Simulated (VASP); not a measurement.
Here is a VASP 6.6.1 calculation.

File INCAR:

```
ALGO = Normal
EDIFF = 1E-6
ENCUT = 520
ISIF = 2
ISMEAR = 0
LASPH = T
LCHARG = F
LREAL = F
LWAVE = F
NBANDS = 10
NELM = 100
PREC = Accurate
SIGMA = 0.05
```

File KPOINTS:

```
k-points
0
Gamma
  12 12 6
```

The input POSCAR:

```
Al
1.0
    2.8494655857      0.0000000000      0.0000000000
   -1.4247327979      2.4677095843      0.0000000000
    0.0000000000      0.0000000000      4.9308948445
Al
2
Direct
    0.6666666667      0.3333333333      0.7500000000
    0.3333333333      0.6666666667      0.2500000000
```

Potentials or basis: VASP PAW LDA potentials, release 64 (Al).

Launch:

```bash
$ cat potpaw_LDA.64/Al/POTCAR > POTCAR
$ mpirun -np 1 vasp_std > vasp.out
```

Problem. What does it give for the band gap on the k mesh?

Solution. Zero (band 3 reaches 10.89 eV, above the bottom of band 4 at 4.23 eV).

Problem. Estimate the pressure.

Solution. -5.6 GPa.

Stress tensor (GPa, compression positive):
```
-4.84  0.00  0.00
 0.00 -4.84  0.00
 0.00  0.00 -7.22
```
